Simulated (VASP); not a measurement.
# FeNi3 (Fm-3m) in VASP: a series of runs

Runs on FeNi3. Level: LDA. Tasks: single point.

All numbers are computed with VASP 6.6.1; they aren't measurements. Logs are shortened: lines on timing, memory, paths and dates and some standing lists are left out, and cuts for length are marked.

## (1) The cell of the first run

The structure is cubic, space group Fm-3m (No. 225). Conventional cell: a = 5.469 Å, b = 5.469 Å, c = 5.469 Å, α = 90.00°, β = 90.00°, γ = 90.00°. Fe (site symmetry m-3m) has 14 Ni at 2.37 to 2.73 Å within 3.1 Å. Within 3.1 Å of Ni (site symmetry -43m) lie 10 Ni at 2.37 to 2.73 Å and 4 Fe at 2.37 Å. Within 3.1 Å of Ni (site symmetry m-3m) lie 8 Ni at 2.37 Å and 6 Fe at 2.73 Å.

## (2) Single point, LDA, collinear spin, ferromagnetic start

Contents of INCAR:

```
  PREC = Accurate
  ENCUT = 520
  EDIFF = 1E-7
  ISMEAR = 1
  SIGMA = 0.1
  LREAL = False
  LASPH = True
  NELM = 150
  ALGO = Normal
  ISIF = 2
  LWAVE = False
  LCHARG = False
  ISPIN = 2
  MAGMOM = 2.4 1 1 1
  LORBIT = 11
  LMAXMIX = 4
  GGA = CA
  NBANDS = 31
```

Contents of KPOINTS:

```
regular mesh
0
Gamma
  5 5 5
```

Contents of POSCAR:

```
FeNi3
1.0
    0.0000000000      2.7344131424      2.7344131424
    2.7344131424      0.0000000000      2.7344131424
    2.7344131424      2.7344131424      0.0000000000
Fe Ni
1 3
Direct
    0.0000000000      0.0000000000      0.0000000000
    0.7500000000      0.7500000000      0.7500000000
    0.2500000000      0.2500000000      0.2500000000
    0.5000000000      0.5000000000      0.5000000000
```

Potentials or basis: VASP PAW LDA potentials, release 64 (Fe, Ni).

On the command line:

```bash
cat potpaw_LDA.64/Fe/POTCAR potpaw_LDA.64/Ni/POTCAR > POTCAR
mpirun -np 1 vasp_std > vasp.out
```

OUTCAR:

```text
PREC = Accurate
   ENCUT = 520
   EDIFF = 1E-7
   ISMEAR = 1
   LREAL = False
   LASPH = True
   NELM = 150
   ISIF = 2
   ISPIN = 2
   LORBIT = 11
   GGA = CA

 ion  position               nearest neighbor table
   1  0.000  0.000  0.000-   2 2.37   2 2.37   2 2.37   3 2.37   3 2.37   3 2.37   3 2.37   2 2.37
                             4 2.73   4 2.73   4 2.73   4 2.73   4 2.73   4 2.73
   2  0.750  0.750  0.750-   4 2.37   4 2.37   4 2.37   1 2.37   1 2.37   1 2.37   4 2.37   1 2.37
                             3 2.73   3 2.73   3 2.73   3 2.73   3 2.73   3 2.73
   3  0.250  0.250  0.250-   1 2.37   1 2.37   1 2.37   4 2.37   4 2.37   4 2.37   4 2.37   1 2.37
                             2 2.73   2 2.73   2 2.73   2 2.73   2 2.73   2 2.73
   4  0.500  0.500  0.500-   3 2.37   3 2.37   3 2.37   2 2.37   2 2.37   2 2.37   3 2.37   2 2.37
                             1 2.73   1 2.73   1 2.73   1 2.73   1 2.73   1 2.73

  LATTYP: Found a face centered cubic cell.
 ALAT       =     5.4688262848

  Lattice vectors:

 A1 = (   0.0000000000,   2.7344131424,   2.7344131424)
 A2 = (   2.7344131424,   0.0000000000,   2.7344131424)
 A3 = (   2.7344131424,   2.7344131424,   0.0000000000)

Analysis of symmetry for initial positions (statically):
=====================================================================
 Subroutine PRICEL returns:
 Original cell was already a primitive cell.

 Routine SETGRP: Setting up the symmetry group for a
 face centered cubic supercell.

 Subroutine GETGRP returns: Found 48 space group operations
[... 9 lines left out ...]

 Routine SETGRP: Setting up the symmetry group for a
 face centered cubic supercell.

 Subroutine GETGRP returns: Found 48 space group operations
 (whereof 48 operations were pure point group operations)
 out of a pool of 48 trial point group operations.

The dynamic configuration has the point symmetry O_h .

Analysis of structural, dynamic, and magnetic symmetry:
=====================================================================
 Subroutine PRICEL returns:
 Original cell was already a primitive cell.

 Routine SETGRP: Setting up the symmetry group for a
 face centered cubic supercell.

 Subroutine GETGRP returns: Found 48 space group operations
 (whereof 48 operations were pure point group operations)
 out of a pool of 48 trial point group operations.

The overall configuration has the point symmetry O_h .

 Subroutine INISYM returns: Found 48 space group operations
[... 5 lines left out ...]
                                     Primitive cell

  volume of cell :      40.8905

  direct lattice vectors                    reciprocal lattice vectors
     0.000000000  2.734413142  2.734413142    -0.182854592  0.182854592  0.182854592
     2.734413142  0.000000000  2.734413142     0.182854592 -0.182854592  0.182854592
     2.734413142  2.734413142  0.000000000     0.182854592  0.182854592 -0.182854592

  length of vectors
     3.867044151  3.867044151  3.867044151     0.316713444  0.316713444  0.316713444

  position of ions in fractional coordinates (direct lattice)
     0.000000000  0.000000000  0.000000000
     0.750000000  0.750000000  0.750000000
     0.250000000  0.250000000  0.250000000
     0.500000000  0.500000000  0.500000000

  ion indices of the primitive-cell ions
   primitive index   ion index
                 1           1
                 2           2
                 3           3
                 4           4

----------------------------------------------------------------------------------------

 KPOINTS: regular mesh

Automatic generation of k-mesh.
 Grid dimensions read from file:
 generate k-points for:    5    5    5

 Generating k-lattice:

  Cartesian coordinates                     Fractional coordinates (reciprocal lattice)
    -0.036570918  0.036570918  0.036570918     0.200000000  0.000000000  0.000000000
     0.036570918 -0.036570918  0.036570918     0.000000000  0.200000000  0.000000000
     0.036570918  0.036570918 -0.036570918     0.000000000  0.000000000  0.200000000

  Length of vectors
     0.063342689  0.063342689  0.063342689

  Shift w.r.t. Gamma in fractional coordinates (k-lattice)
     0.000000000  0.000000000  0.000000000

 Subroutine IBZKPT returns following result:
 ===========================================

 Found     10 irreducible k-points:

 Following reciprocal coordinates:
            Coordinates               Weight
  0.000000  0.000000  0.000000      1.000000
  0.200000  0.000000  0.000000      8.000000
  0.400000  0.000000  0.000000      8.000000
  0.200000  0.200000  0.000000      6.000000
  0.400000  0.200000  0.000000     24.000000
 -0.400000  0.200000  0.000000     24.000000
 -0.200000  0.200000  0.000000     12.000000
  0.400000  0.400000  0.000000      6.000000
 -0.400000  0.400000  0.000000     12.000000
 -0.400000  0.400000  0.200000     24.000000
   k-points           NKPTS =     10   k-points in BZ     NKDIM =     10   number of bands    NBANDS=     31
   number of dos      NEDOS =    301   number of ions     NIONS =      4
   total plane-waves  NPLWV =  27000
   dimension x,y,z NGX =    30 NGY =   30 NGZ =   30
   dimension x,y,z NGXF=    60 NGYF=   60 NGZF=   60
   ions per type =               1   3
   NGX,Y,Z   is equivalent  to a cutoff of  12.90, 12.90, 12.90 a.u.
   NGXF,Y,Z  is equivalent  to a cutoff of  25.79, 25.79, 25.79 a.u.
 SYSTEM =  unknown system
   PREC   = accura    normal or accurate (medium, high low for compatibility)
   ISTART =      0    job   : 0-new  1-cont  2-samecut
   ICHARG =      2    charge: 1-file 2-atom 10-const
   ISPIN  =      2    spin polarized calculation?
   LNONCOLLINEAR =      F non collinear calculations
   LSORBIT =      F    spin-orbit coupling
   LASPH  =      T    aspherical Exc in radial PAW
   ENCUT  =  520.0 eV  38.22 Ry    6.18 a.u.   7.19  7.19  7.19*2*pi/ulx,y,z
   NELM   =    150;   NELMIN=  2; NELMDL= -5     # of ELM steps
   EDIFF  = 0.1E-06   stopping-criterion for ELM
   LREAL  =      F    real-space projection
   EDIFFG = 0.1E-05   stopping-criterion for IOM
   NSW    =      0    number of steps for IOM
   IBRION =     -1    ionic relax: 0-MD 1-quasi-New 2-CG
   NFREE  =      0    steps in history (QN), initial steepest desc. (CG)
   ISIF   =      2    stress and relaxation
   ISYM   =      2    0-nonsym 1-usesym 2-fastsym
   POTIM  = 0.5000    time-step for ionic-motion
   TEBEG  =    0.0;   TEEND  =   0.0 temperature during run
   PSTRESS=    0.0 pullay stress
   NELECT =      38.0000    total number of electrons
   NUPDOWN=      -1.0000    fix difference up-down
   EMIN   =  10.00;   EMAX   =-10.00  energy-range for DOS
   EFERMI =   0.00;   METHOD = LEGACY
   ISMEAR =     1;   SIGMA  =   0.10  broadening in eV -4-tet -1-fermi 0-gaus
   EFERMI_NEDOS =   21; number of points for ismear=-14 and -15
   IALGO  =     38    algorithm
   IMIX   =      4    mixing-type and parameters
     AMIX     =   0.40;   BMIX     =  1.00
     AMIX_MAG =   1.60;   BMIX_MAG =  1.00
  volume/ion in A,a.u.               =      10.22        68.99
  Fermi-wavevector in a.u.,A,eV,Ry     =   1.597577  3.018983 34.725516  2.552253
  Thomas-Fermi vector in A             =   2.695162
   LORBIT       =     11    0 simple, 1 ext, 2 COOP (PROOUT), +10 PAW based schemes
   GGA     = CA    functional components
   LHFCALC =     F    Hartree Fock is set to
   AEXX    =    0.0000 exact exchange contribution
   IVDW    =     0    specifies the selected vdW correction
   LEPSILON=     F    determine dielectric tensor
   LRPA    =     F    only Hartree local field effects (RPA)
 spin polarized calculation
 Methfessel and Paxton  Order N= 1 SIGMA  =   0.10
  energy-cutoff  :      520.00
  volume of cell :       40.89
 maximum number of plane-waves:      1114
 NGX is ok and might be reduce to    30
   NGX = 15   NGY = 15   NGZ = 15

 number of electron      37.9999993 magnetization       3.7790215

 Free energy of the ion-electron system (eV)
  ---------------------------------------------------
  ext. energy  EPLUGINS =         0.00000000
  ---------------------------------------------------
  free energy    TOTEN  =       -28.75960948 eV

  energy without entropy =      -28.76032595  energy(sigma->0) =      -28.75984830

 E-fermi :   9.2303     XC(G=0): -13.9898

 val. band max:        9.2169445765   @ k =   0.2000   0.0000   0.0000
 cond. band min:       9.2564432669   @ k =   0.4000   0.2000   0.0000
 fundamental gap:      0.0394986904
 Fermi energy:         9.2303134900

 spin component 1

 k-point     1 :       0.0000    0.0000    0.0000
  band No.  band energies     occupation
      1      -0.1917      1.00000
      2       4.2645      1.00000
      3       4.2645      1.00000
      4       5.5418      1.00000
      5       5.5418      1.00000
      6       5.5418      1.00000
[... 23 lines left out ...]
     30      19.3393      0.00000
     31      19.5728      0.00000
[... 274 lines left out ...]
  band No.  band energies     occupation
      1       3.3290      1.00000
      2       4.2223      1.00000
      3       4.2794      1.00000
      4       4.7665      1.00000
      5       5.7359      1.00000
      6       5.7361      1.00000
[... 23 lines left out ...]
     30      25.5865      0.00000
     31      25.7524      0.00000
 Fermi energy:         9.2303134900

 spin component 2

 k-point     1 :       0.0000    0.0000    0.0000
  band No.  band energies     occupation
      1      -0.0490      1.00000
      2       4.9485      1.00000
      3       4.9485      1.00000
      4       6.1345      1.00000
      5       6.1345      1.00000
      6       6.1345      1.00000
[... 23 lines left out ...]
     30      19.5962      0.00000
     31      19.7026      0.00000
[... 275 lines left out ...]
      1       3.5853      1.00000
      2       4.7338      1.00000
      3       4.8082      1.00000
      4       5.2388      1.00000
      5       6.4390      1.00000
      6       6.5025      1.00000
[... 23 lines left out ...]
     30      26.0226      0.00000
     31      26.0799      0.00000

------------------------ aborting loop because EDIFF is reached ----------------------------------------

  FORCE on cell =-STRESS in cart. coord.  units (eV):
  Direction    XX          YY          ZZ          XY          YZ          ZX
  --------------------------------------------------------------------------------------
  -------------------------------------------------------------------------------------
  Total        0.1935630      0.1935630      0.1935630      0.0000000      0.0000000      0.0000000
  in kB        7.5842123      7.5842123      7.5842123      0.0000000      0.0000000      0.0000000
  external PRESSURE =       7.5842123 kB  Pullay stress =       0.0000000 kB

 VOLUME and BASIS-vectors are now :
 -----------------------------------------------------------------------------
  energy-cutoff  :      520.00
  volume of cell :       40.89
      direct lattice vectors                 reciprocal lattice vectors
     0.000000000  2.734413142  2.734413142    -0.182854592  0.182854592  0.182854592
     2.734413142  0.000000000  2.734413142     0.182854592 -0.182854592  0.182854592
     2.734413142  2.734413142  0.000000000     0.182854592  0.182854592 -0.182854592

 POSITION                                       TOTAL-FORCE (eV/Angst)
 -----------------------------------------------------------------------------------
      0.00000      0.00000      0.00000         0.000000      0.000000      0.000000
      4.10162      4.10162      4.10162        -0.000000     -0.000000      0.000000
      1.36721      1.36721      1.36721         0.000000      0.000000     -0.000000
      2.73441      2.73441      2.73441         0.000000      0.000000      0.000000
 -----------------------------------------------------------------------------------
    total drift:                                0.000000     -0.000000      0.000000

  FREE ENERGIE OF THE ION-ELECTRON SYSTEM (eV)
  ---------------------------------------------------
  free  energy   TOTEN  =       -28.7596094788 eV

  energy  without entropy=      -28.7603259476  energy(sigma->0) =      -28.75984830

 total charge

# of ion       s       p       d       tot
------------------------------------------
    1        0.499   0.564   6.238   7.302
    2        0.539   0.584   8.383   9.507
    3        0.539   0.584   8.383   9.507
    4        0.525   0.564   8.420   9.509
--------------------------------------------------
tot          2.103   2.296  31.424  35.824

 magnetization (x)

# of ion       s       p       d       tot
------------------------------------------
    1        0.004  -0.001   2.550   2.553
    2       -0.009  -0.026   0.531   0.495
    3       -0.009  -0.026   0.531   0.495
    4       -0.015  -0.027   0.241   0.199
--------------------------------------------------
tot         -0.028  -0.081   3.852   3.743
```

Run time: 20 s. Hardware: 1 thread of Intel Xeon 6975P-C (Granite Rapids), shared host; peak memory 0.16 GiB.

What came out:

* Free energy: -28.7596 eV
* Pressure: 0.8 GPa
* Net moment: 3.78 μB per cell
* Site moments: Fe +2.55; Ni +0.49, +0.20 μB
* Valence electrons inside the program's atomic spheres: Fe 7.30; Ni 9.51

Levels at points of the mesh, in eV from the Fermi level:
Spin up:
```csv
k point,band 18,band 19,band 20,band 21,band 22,band 23,band 24,band 25
"(0.00, 0.00, 0.00)",-0.62,-0.14,-0.14,-0.14,8.60,8.60,8.60,8.72
```
Spin down:
| k point | band 13 | band 14 | band 15 | band 16 | band 17 | band 18 | band 19 | band 20 | band 21 | band 22 |
| --- | --- | --- | --- | --- | --- | --- | --- | --- | --- | --- |
| (0.00, 0.00, 0.00) | -0.43 | -0.43 | -0.38 | -0.38 | 0.88 | 0.88 | 0.88 | 1.03 | 1.03 | 8.89 |

Caveat: the k points lie up to 0.40 Å⁻¹ apart.

## (3) Single point, LDA, collinear spin, ferromagnetic start

This run uses another cell than the first one, of 10.28 Å³/atom, 1.005 times its volume.

Contents of INCAR:

```
SYSTEM = FeNi3
PREC = Accurate
ENCUT = 520
EDIFF = 1E-6
ISMEAR = 1
SIGMA = 0.1
LREAL = .False.
LASPH = .True.
NELM = 150
ALGO = Normal
ISIF = 2
LWAVE = .False.
LCHARG = .False.
ISPIN = 2
MAGMOM = 2.4 1 1 1
LORBIT = 11
LMAXMIX = 4
NBANDS = 31
```

Contents of KPOINTS:

```
regular mesh
0
Gamma
  5 5 5
  0 0 0
```

Contents of POSCAR:

```
FeNi3
1.0
    0.0000000000      2.7391956978      2.7391956978
    2.7391956978      0.0000000000      2.7391956978
    2.7391956978      2.7391956978      0.0000000000
Fe Ni
1 3
Direct
    0.0000000000      0.0000000000      0.0000000000
    0.7500000000      0.7500000000      0.7500000000
    0.2500000000      0.2500000000      0.2500000000
    0.5000000000      0.5000000000      0.5000000000
```

Potentials or basis: VASP PAW LDA potentials, release 64 (Fe, Ni).

On the command line:

```bash
cat potpaw_LDA.64/Fe/POTCAR potpaw_LDA.64/Ni/POTCAR > POTCAR
mpirun -np 1 vasp_std > vasp.out
```

It took 18 s on 1 thread of Intel Xeon 6975P-C (Granite Rapids), shared host; peak memory 0.17 GiB.

The run converged. Its results:

```
Free energy                                           : -28.7598 eV
Pressure                                              : -0.5 GPa
Net moment                                            : 3.79 μB per cell
Site moments                                          : Fe +2.56; Ni +0.50, +0.20 μB
Valence electrons inside the program's atomic spheres : Fe 7.29; Ni 9.50
```

Levels at points of the mesh, in eV from the Fermi level:
Spin up:
```
           k point  band 19  band 20  band 21  band 22  band 23  band 24
(0.00, 0.00, 0.00)    -0.15    -0.15    -0.15     8.56     8.56     8.56
```
Spin down:
```
           k point  band 14  band 15  band 16  band 17  band 18  band 19  band 20  band 21
(0.00, 0.00, 0.00)    -0.43    -0.38    -0.38     0.87     0.87     0.87     1.03     1.03
```

Caveat: the k points lie up to 0.40 Å⁻¹ apart.
